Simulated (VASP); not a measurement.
# In (P6_3/mmc) in VASP: further runs

Runs on In. Level: PBEsol. Tasks: single point.

All numbers are computed with VASP 6.6.1; they aren't measurements. Logs are shortened: lines on timing, memory, paths and dates and some standing lists are left out, and cuts for length are marked.

## 1. The cell of the first run

Symmetry: P6_3/mmc, No. 194, hexagonal system. The conventional cell has a = 2.991 Å, b = 2.991 Å, c = 4.866 Å, α = 90.00°, β = 90.00°, γ = 120.00°. In (site symmetry -6m2) has 12 In at 2.98 to 2.99 Å within 3.9 Å.

## 2. Single point, PBEsol

File INCAR:

```
PREC = Accurate
ENCUT = 520
EDIFF = 1E-6
ISMEAR = -1
SIGMA = 0.05
LREAL = False
LASPH = True
NELM = 60
ALGO = Fast
ISIF = 2
LWAVE = False
LCHARG = True
GGA = PS
LELF = True
LVHAR = True
NBANDS = 20
```

File KPOINTS:

```
regular mesh
0
Gamma
  9 9 5
```

File POSCAR:

```
In
1.0
    2.9905047718      0.0000000000      0.0000000000
   -1.4952523859      2.5898531026      0.0000000000
    0.0000000000      0.0000000000      4.8663288062
In
2
Direct
    0.6666666667      0.3333333333      0.7500000000
    0.3333333333      0.6666666667      0.2500000000
```

Potentials or basis: VASP PAW PBE potentials, release 64 (In_d).

Launch:

```sh
$ cat potpaw_PBE.64/In_d/POTCAR > POTCAR
$ mpirun -np 1 vasp_std > vasp.out
```

OUTCAR:

```text
PREC = Accurate
   ENCUT = 520
   EDIFF = 1E-6
   ISMEAR = -1
   LREAL = False
   LASPH = True
   NELM = 60
   ISIF = 2
   GGA = PS

 ion  position               nearest neighbor table
   1  0.667  0.333  0.750-   2 2.98   2 2.98   2 2.98   2 2.98   2 2.98   2 2.98
   2  0.333  0.667  0.250-   1 2.98   1 2.98   1 2.98   1 2.98   1 2.98   1 2.98

  LATTYP: Found a hexagonal cell.
 ALAT       =     2.9905047718
 C/A-ratio  =     1.6272600038

  Lattice vectors:

 A1 = (   2.9905047718,   0.0000000000,   0.0000000000)
 A2 = (  -1.4952523859,   2.5898531026,   0.0000000000)
 A3 = (   0.0000000000,   0.0000000000,   4.8663288062)

Analysis of symmetry for initial positions (statically):
=====================================================================
 Subroutine PRICEL returns:
 Original cell was already a primitive cell.

 Routine SETGRP: Setting up the symmetry group for a
 hexagonal supercell.

 Subroutine GETGRP returns: Found 24 space group operations
 (whereof 12 operations were pure point group operations)
 out of a pool of 24 trial point group operations.

The static configuration has the point symmetry D_3d.
 The point group associated with its full space group is D_6h.

Analysis of symmetry for dynamics (positions and initial velocities):
=====================================================================
 Subroutine PRICEL returns:
 Original cell was already a primitive cell.

 Routine SETGRP: Setting up the symmetry group for a
 hexagonal supercell.

 Subroutine GETGRP returns: Found 24 space group operations
 (whereof 12 operations were pure point group operations)
 out of a pool of 24 trial point group operations.

The dynamic configuration has the point symmetry D_3d.
 The point group associated with its full space group is D_6h.

 Subroutine INISYM returns: Found 24 space group operations
 (whereof 12 operations are pure point group operations),
 and found     1 'primitive' translations

----------------------------------------------------------------------------------------

                                     Primitive cell

  volume of cell :      37.6896

  direct lattice vectors                    reciprocal lattice vectors
     2.990504772  0.000000000  0.000000000     0.334391709  0.193061143  0.000000000
[... 76 lines left out ...]
 SYSTEM =  unknown system
   PREC   = accura    normal or accurate (medium, high low for compatibility)
   ISTART =      0    job   : 0-new  1-cont  2-samecut
   ICHARG =      2    charge: 1-file 2-atom 10-const
   ISPIN  =      1    spin polarized calculation?
   LNONCOLLINEAR =      F non collinear calculations
   LSORBIT =      F    spin-orbit coupling
   LASPH  =      T    aspherical Exc in radial PAW
   ENCUT  =  520.0 eV  38.22 Ry    6.18 a.u.   5.56  5.56  9.05*2*pi/ulx,y,z
   NELM   =     60;   NELMIN=  2; NELMDL= -5     # of ELM steps
   EDIFF  = 0.1E-05   stopping-criterion for ELM
   LREAL  =      F    real-space projection
   EDIFFG = 0.1E-04   stopping-criterion for IOM
   NSW    =      0    number of steps for IOM
   IBRION =     -1    ionic relax: 0-MD 1-quasi-New 2-CG
   NFREE  =      0    steps in history (QN), initial steepest desc. (CG)
   ISIF   =      2    stress and relaxation
   ISYM   =      2    0-nonsym 1-usesym 2-fastsym
   POTIM  = 0.5000    time-step for ionic-motion
   TEBEG  =    0.0;   TEEND  =   0.0 temperature during run
   PSTRESS=    0.0 pullay stress
   NELECT =      26.0000    total number of electrons
   NUPDOWN=      -1.0000    fix difference up-down
   EMIN   =  10.00;   EMAX   =-10.00  energy-range for DOS
   EFERMI =   0.00;   METHOD = LEGACY
   ISMEAR =    -1;   SIGMA  =   0.05  broadening in eV -4-tet -1-fermi 0-gaus
   EFERMI_NEDOS =   21; number of points for ismear=-14 and -15
   IALGO  =     68    algorithm
   IMIX   =      4    mixing-type and parameters
     AMIX     =   0.40;   BMIX     =  1.00
     AMIX_MAG =   1.60;   BMIX_MAG =  1.00
  volume/ion in A,a.u.               =      18.84       127.17
  Fermi-wavevector in a.u.,A,eV,Ry     =   1.446524  2.733534 28.469254  2.092431
  Thomas-Fermi vector in A             =   2.564583
   LORBIT       =      0    0 simple, 1 ext, 2 COOP (PROOUT), +10 PAW based schemes
   GGA     = PS    functional components
   LHFCALC =     F    Hartree Fock is set to
   AEXX    =    0.0000 exact exchange contribution
   IVDW    =     0    specifies the selected vdW correction
   LEPSILON=     F    determine dielectric tensor
   LRPA    =     F    only Hartree local field effects (RPA)
 non-spin polarized calculation
 RMM-DIIS sequential band-by-band and
  energy-cutoff  :      520.00
  volume of cell :       37.69
 maximum number of plane-waves:      1032
 NGX is ok and might be reduce to    24
   NGX = 11   NGY = 11   NGZ = 19

 number of electron      25.9999992 magnetization

 Free energy of the ion-electron system (eV)
  ---------------------------------------------------
  ext. energy  EPLUGINS =         0.00000000
  ---------------------------------------------------
  free energy    TOTEN  =        -5.00428014 eV

  energy without entropy =       -5.00069646  energy(sigma->0) =       -5.00248830

 E-fermi :  11.9118     XC(G=0): -12.0718

 val. band max:       11.8894296926   @ k =   0.2222   0.2222   0.2000
 cond. band min:      12.0389139344   @ k =   0.4444  -0.0000   0.0000
 fundamental gap:      0.1494842418
 Fermi energy:        11.9118153811

 k-point     1 :       0.0000    0.0000    0.0000
  band No.  band energies     occupation
      1      -3.6816      2.00000
      2      -3.3712      2.00000
      3      -3.3193      2.00000
      4      -3.3193      2.00000
      5      -3.2409      2.00000
      6      -3.2409      2.00000
[... 541 lines left out ...]
     19      19.3743      0.00000
     20      28.8881      0.00000

 [... further k-points ...]
[... 5 lines left out ...]
  --------------------------------------------------------------------------------------
  -------------------------------------------------------------------------------------
  Total        7.0821240      7.0821240      7.0827514      0.0000000     -0.0000000      0.0000000
  in kB      301.0599811    301.0599811    301.0866513      0.0000000     -0.0000000      0.0000000
  external PRESSURE =     301.0688712 kB  Pullay stress =       0.0000000 kB

 VOLUME and BASIS-vectors are now :
 -----------------------------------------------------------------------------
  energy-cutoff  :      520.00
  volume of cell :       37.69
      direct lattice vectors                 reciprocal lattice vectors
     2.990504772  0.000000000  0.000000000     0.334391709  0.193061143  0.000000000
    -1.495252386  2.589853103  0.000000000     0.000000000  0.386122286  0.000000000
     0.000000000  0.000000000  4.866328806     0.000000000  0.000000000  0.205493718

 POSITION                                       TOTAL-FORCE (eV/Angst)
 -----------------------------------------------------------------------------------
      1.49525      0.86328      3.64975        -0.000000      0.000000      0.000000
     -0.00000      1.72657      1.21658         0.000000     -0.000000      0.000000
 -----------------------------------------------------------------------------------
    total drift:                               -0.000000      0.000000      0.000000

  FREE ENERGIE OF THE ION-ELECTRON SYSTEM (eV)
  ---------------------------------------------------
  free  energy   TOTEN  =        -5.0042801406 eV

  energy  without entropy=       -5.0006964555  energy(sigma->0) =       -5.00248830
```

It took 13 s on 1 thread of Intel Xeon 6975P-C (Granite Rapids), shared host; peak memory 0.15 GiB.

Results:

```yaml
Free_energy: -5.0043 eV
Pressure: 30.1 GPa
Band_gap_on_the_k_mesh: zero (band 13 reaches 14.96 eV, above the bottom of band 14 at 9.39 eV)
```

Caveat: the PAW data sets were made with another functional, which shifts forces and pressure a little; spin-orbit coupling is left out, which moves the levels of the heavy elements.

## 3. Single point, PBEsol

This run uses another cell than the first one, of 20.11 Å³/atom, 1.067 times its volume.

File INCAR:

```
SYSTEM = In
ALGO     = Normal         ! electronic algorithm
EDIFF    = 1E-6           ! SCF threshold, eV
ENCUT    = 520            ! plane-wave cutoff, eV
GGA      = PS             ! functional
ISIF     = 2              ! what is computed and relaxed
ISMEAR   = -1             ! smearing method
LASPH    = .TRUE.         ! aspherical terms in the spheres
LCHARG   = .FALSE.        ! write CHGCAR
LREAL    = .FALSE.        ! projectors in reciprocal space
LWAVE    = .FALSE.        ! write WAVECAR
NBANDS   = 20             ! bands
NELM     = 60             ! most SCF steps
PREC     = Accurate       ! precision mode
SIGMA    = 0.05           ! smearing width, eV
```

File KPOINTS:

```
k-points
0
G
  9 9 5
  0 0 0
```

File POSCAR:

```
In
1.0
    3.0566815694      0.0000000000      0.0000000000
   -1.5283407847      2.6471638904      0.0000000000
    0.0000000000      0.0000000000      4.9702010369
In
2
Direct
    0.6666666667      0.3333333333      0.7500000000
    0.3333333333      0.6666666667      0.2500000000
```

Potentials or basis: VASP PAW PBE potentials, release 64 (In_d).

Launch:

```sh
$ cat potpaw_PBE.64/In_d/POTCAR > POTCAR
$ mpirun -np 1 vasp_std > vasp.out
```

OUTCAR:

```text
SYSTEM = In
   EDIFF = 1E-6
   ENCUT = 520
   GGA = PS
   ISIF = 2
   ISMEAR = -1
   LASPH = .TRUE.
   LREAL = .FALSE.
   NELM = 60
   PREC = Accurate

 ion  position               nearest neighbor table
   1  0.667  0.333  0.750-   2 3.05   2 3.05   2 3.05   2 3.05   2 3.05   2 3.05
   2  0.333  0.667  0.250-   1 3.05   1 3.05   1 3.05   1 3.05   1 3.05   1 3.05

  LATTYP: Found a hexagonal cell.
 ALAT       =     3.0566815694
 C/A-ratio  =     1.6260120409

  Lattice vectors:

 A1 = (   3.0566815694,   0.0000000000,   0.0000000000)
 A2 = (  -1.5283407847,   2.6471638904,   0.0000000000)
 A3 = (   0.0000000000,   0.0000000000,   4.9702010369)

Analysis of symmetry for initial positions (statically):
=====================================================================
 Subroutine PRICEL returns:
 Original cell was already a primitive cell.

 Routine SETGRP: Setting up the symmetry group for a
 hexagonal supercell.

 Subroutine GETGRP returns: Found 24 space group operations
 (whereof 12 operations were pure point group operations)
 out of a pool of 24 trial point group operations.

The static configuration has the point symmetry D_3d.
 The point group associated with its full space group is D_6h.

Analysis of symmetry for dynamics (positions and initial velocities):
=====================================================================
 Subroutine PRICEL returns:
 Original cell was already a primitive cell.

 Routine SETGRP: Setting up the symmetry group for a
 hexagonal supercell.

 Subroutine GETGRP returns: Found 24 space group operations
 (whereof 12 operations were pure point group operations)
 out of a pool of 24 trial point group operations.

The dynamic configuration has the point symmetry D_3d.
 The point group associated with its full space group is D_6h.

 Subroutine INISYM returns: Found 24 space group operations
 (whereof 12 operations are pure point group operations),
[... 104 lines left out ...]
   POTIM  = 0.5000    time-step for ionic-motion
   TEBEG  =    0.0;   TEEND  =   0.0 temperature during run
   PSTRESS=    0.0 pullay stress
   NELECT =      26.0000    total number of electrons
   NUPDOWN=      -1.0000    fix difference up-down
   EMIN   =  10.00;   EMAX   =-10.00  energy-range for DOS
   EFERMI =   0.00;   METHOD = LEGACY
   ISMEAR =    -1;   SIGMA  =   0.05  broadening in eV -4-tet -1-fermi 0-gaus
   EFERMI_NEDOS =   21; number of points for ismear=-14 and -15
   IALGO  =     38    algorithm
   IMIX   =      4    mixing-type and parameters
     AMIX     =   0.40;   BMIX     =  1.00
     AMIX_MAG =   1.60;   BMIX_MAG =  1.00
  volume/ion in A,a.u.               =      20.11       135.70
  Fermi-wavevector in a.u.,A,eV,Ry     =   1.415569  2.675037 27.263827  2.003835
  Thomas-Fermi vector in A             =   2.536994
   LORBIT       =      0    0 simple, 1 ext, 2 COOP (PROOUT), +10 PAW based schemes
   GGA     = PS    functional components
   LHFCALC =     F    Hartree Fock is set to
   AEXX    =    0.0000 exact exchange contribution
   IVDW    =     0    specifies the selected vdW correction
   LEPSILON=     F    determine dielectric tensor
   LRPA    =     F    only Hartree local field effects (RPA)
 non-spin polarized calculation
  energy-cutoff  :      520.00
  volume of cell :       40.22
 maximum number of plane-waves:      1099
 NGX is ok and might be reduce to    24
   NGX = 11   NGY = 11   NGZ = 19

 number of electron      26.0000006 magnetization

 Free energy of the ion-electron system (eV)
  ---------------------------------------------------
  ext. energy  EPLUGINS =         0.00000000
  ---------------------------------------------------
  free energy    TOTEN  =        -5.39650852 eV

  energy without entropy =       -5.39279512  energy(sigma->0) =       -5.39465182

 E-fermi :  10.8415     XC(G=0): -11.7257

 val. band max:       10.7902315868   @ k =   0.2222   0.2222   0.2000
 cond. band min:      11.0553299202   @ k =   0.4444  -0.0000   0.2000
 fundamental gap:      0.2650983335
 Fermi energy:        10.8414594403

 k-point     1 :       0.0000    0.0000    0.0000
  band No.  band energies     occupation
      1      -4.4408      2.00000
      2      -4.1994      2.00000
      3      -4.1559      2.00000
      4      -4.1559      2.00000
      5      -4.0903      2.00000
      6      -4.0903      2.00000
[... 541 lines left out ...]
     19      18.2183      0.00000
     20      27.4964      0.00000

 [... further k-points ...]
[... 5 lines left out ...]
  --------------------------------------------------------------------------------------
  -------------------------------------------------------------------------------------
  Total        5.0242028      5.0242028      5.0272721      0.0000000      0.0000000      0.0000000
  in kB      200.1579122    200.1579122    200.2801894      0.0000000      0.0000000      0.0000000
  external PRESSURE =     200.1986712 kB  Pullay stress =       0.0000000 kB

 VOLUME and BASIS-vectors are now :
 -----------------------------------------------------------------------------
  energy-cutoff  :      520.00
  volume of cell :       40.22
      direct lattice vectors                 reciprocal lattice vectors
     3.056681569  0.000000000  0.000000000     0.327152167  0.188881392  0.000000000
    -1.528340785  2.647163890  0.000000000     0.000000000  0.377762784  0.000000000
     0.000000000  0.000000000  4.970201037     0.000000000  0.000000000  0.201199105

 POSITION                                       TOTAL-FORCE (eV/Angst)
 -----------------------------------------------------------------------------------
      1.52834      0.88239      3.72765         0.000000      0.000000      0.000000
     -0.00000      1.76478      1.24255        -0.000000     -0.000000      0.000000
 -----------------------------------------------------------------------------------
    total drift:                               -0.000000      0.000000     -0.000000

  FREE ENERGIE OF THE ION-ELECTRON SYSTEM (eV)
  ---------------------------------------------------
  free  energy   TOTEN  =        -5.3965085192 eV

  energy  without entropy=       -5.3927951199  energy(sigma->0) =       -5.39465182
```

stdout:

```text
POSCAR found type information on POSCAR In
 POSCAR found :  1 types and       2 ions
 scaLAPACK will be used
 -----------------------------------------------------------------------------
|                                                                             |
|                                                                             |
|     You enforced a specific xc type in the INCAR file but a different       |
|     I HOPE YOU KNOW WHAT YOU ARE DOING!                                     |
|                                                                             |
 -----------------------------------------------------------------------------

 LDA part: xc-table for (Slater+PW92), standard interpolation
 POSCAR, INCAR and KPOINTS ok, starting setup
 FFT: planning ... GRIDC
 FFT: planning ... GRID_SOFT
 FFT: planning ... GRID
 WAVECAR not read
 entering main loop
```

Wall time 8.8 s (1 thread of Intel Xeon 6975P-C (Granite Rapids), shared host); peak memory 0.16 GiB.

Results:

```
Free energy            : -5.3965 eV
Pressure               : 20.0 GPa
Band gap on the k mesh : zero (band 13 reaches 13.79 eV, above the bottom of band 14 at 8.46 eV)
```

Caveat: the PAW data sets were made with another functional, which shifts forces and pressure a little; spin-orbit coupling is left out, which moves the levels of the heavy elements.
